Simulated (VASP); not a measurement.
A run of VASP 6.6.1:

INCAR

```
SYSTEM = TiSi40H16Cl4
PREC = Accurate ; ENCUT = 400
EDIFF = 1E-6 ; ISMEAR = -1
SIGMA = 0.05 ; LREAL = Auto
LASPH = .True. ; NELM = 120
ALGO = Normal ; ISIF = 2
LWAVE = .False. ; LCHARG = .True.
GGA = PS ; LELF = .True.
LVHAR = .True. ; NBANDS = 144
GGA_COMPAT = .False. ; NELMDL = -8
```

The input KPOINTS:

```
regular mesh
0
Gamma
  2 1 1
  0 0 0
```

File POSCAR:

```
TiSi40H16Cl4
1.0
    7.6791800000      0.0000000000      0.0000000000
    0.0000000000     15.3583590000      0.0000000000
    0.0000000000      0.0000000000     20.2555000000
H Si Ti Cl
16 40 1 4
Direct
    0.4093920184      0.0000000000      0.0493693071
    0.0906079816      0.0000000000      0.0493693071
    0.9093920184      0.0000000000      0.0493693071
    0.5906079816      0.0000000000      0.0493693071
    0.4093920184      0.2500000163      0.0493693071
    0.0906079816      0.2500000163      0.0493693071
    0.9093920184      0.2500000163      0.0493693071
    0.5906079816      0.2500000163      0.0493693071
    0.4093920184      0.5000000326      0.0493693071
    0.0906079816      0.5000000326      0.0493693071
    0.9093920184      0.5000000326      0.0493693071
    0.5906079816      0.5000000326      0.0493693071
    0.4093920184      0.7499999837      0.0493693071
    0.0906079816      0.7499999837      0.0493693071
    0.9093920184      0.7499999837      0.0493693071
    0.5906079816      0.7499999837      0.0493693071
    0.2500000000      0.0000000000      0.0920983930
    0.7500000000      0.0000000000      0.0920983930
    0.2500000000      0.2500000163      0.0920983930
    0.7500000000      0.2500000163      0.0920983930
    0.2500000000      0.5000000326      0.0920983930
    0.7500000000      0.5000000326      0.0920983930
    0.2500000000      0.7499999837      0.0920983930
    0.7500000000      0.7499999837      0.0920983930
    0.2501843947      0.1252588900      0.1556177828
    0.7501045685      0.1252615595      0.1556138826
    0.2501286596      0.3747345664      0.1607707536
    0.7502272378      0.3747538393      0.1608219496
    0.2475695322      0.6252147772      0.1555130705
    0.7490126550      0.6252410821      0.1553961640
    0.2495538586      0.8747472956      0.1608668757
    0.7501582200      0.8748439205      0.1607511046
    0.0001552249      0.1219270236      0.2198788477
    0.5001692889      0.1217870347      0.2199534941
    0.0002875307      0.3772027988      0.2293726642
    0.5000958436      0.3769962012      0.2292417862
   -0.0021256176      0.6223414884      0.2202322332
    0.4983106269      0.6213265363      0.2189300190
   -0.0003917085      0.8772073891      0.2296077115
    0.5000924578      0.8774714148      0.2290956037
    0.0001052196      0.0057789377      0.2943529905
    0.5001855667      0.0056231919      0.2944185530
    0.0003143565      0.2464765279      0.2919485078
    0.5002152574      0.2464156490      0.2919426822
   -0.0003638409      0.5057521445      0.2941526993
    0.5008071174      0.5056268056      0.2937267409
   -0.0017241424      0.7465205104      0.2925018390
    0.5000763102      0.7457701698      0.2898745526
    0.2501326965      0.0325121974      0.3596439486
    0.7501721538      0.0325966466      0.3596560934
    0.2502676067      0.1731772255      0.3224492113
    0.7502696903      0.1732804266      0.3224240330
    0.2505363854      0.5333903186      0.3585012959
    0.7498907435      0.5315841360      0.3594804374
    0.2501061311      0.6743758236      0.3222751351
    0.7485334372      0.6741218251      0.3250965910
    0.8065753114      0.7224329761      0.5395996149
    0.6074815280      0.7356009845      0.4626096616
    1.0337513901      0.6658001678      0.4929482857
    0.8658080680      0.8501164089      0.5785957888
    0.7113262093      0.6376355052      0.6168900299
```

Potentials or basis: VASP PAW PBE potentials, release 64 (H, Si, Ti_sv, Cl).

Launch:

```console
$ cat potpaw_PBE.64/H/POTCAR potpaw_PBE.64/Si/POTCAR potpaw_PBE.64/Ti_sv/POTCAR potpaw_PBE.64/Cl/POTCAR > POTCAR
$ mpirun -np 1 vasp_std > vasp.out
```

Hardware: 1 thread of AMD EPYC 7R13 Processor (Zen 3) (shared host).

Task: How long does it take, and how much memory?

Result: It took 25 min on 1 thread of AMD EPYC 7R13 Processor (Zen 3), on a shared host, peak memory 1.4 GiB. Counts: scf iterations 31, k points 2.
